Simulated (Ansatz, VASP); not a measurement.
**TePb3Se2: VASP beside Ansatz**

```xyz
6
Lattice="-2.2461 2.2461 9.4958 2.2461 -2.2461 9.4958 2.2461 2.2461 -9.4958" Properties=species:S:1:pos:R:3 pbc="T T T"
Te    0.0000    0.0000    0.0000
Pb    0.0000    0.0000   15.7262
Pb    0.0000    0.0000    9.4958
Pb    0.0000    0.0000    3.2654
Se    0.0000    0.0000   12.6545
Se    0.0000    0.0000    6.3371
```

Alike in both runs: functional PBE; k mesh 12 × 12 × 12; occupations gaussian, width 0.02 eV; no spin polarisation.

Ansatz relaxed the structure, and its values are those at the end. VASP's run is a single point on that final structure, the one shown.

```csv
,VASP,Ansatz
version,VASP 6.6.1,Ansatz 0.2.0
potentials or method,"VASP PAW PBE potentials, release 64 (Te, Pb_d, Se), cutoff 520 eV","scalar-relativistic, plane waves, PAW"
valence electrons in the cell,60,90
```

|  | VASP | Ansatz | Ansatz less VASP |
| --- | --- | --- | --- |
| gap on the k mesh at the Fermi level (eV) | 0.42 | 0.42 | -0.004 |
| least direct gap on the mesh (eV) | 0.42 | 0.42 | -0.004 |
| pressure (GPa) | 0.0 | 0.0 | +0.03 |

VASP's potentials hold 60 valence electrons a cell and Ansatz's 90, so a difference there can come from the potentials and not from the codes.

Neither program's run includes spin-orbit coupling.
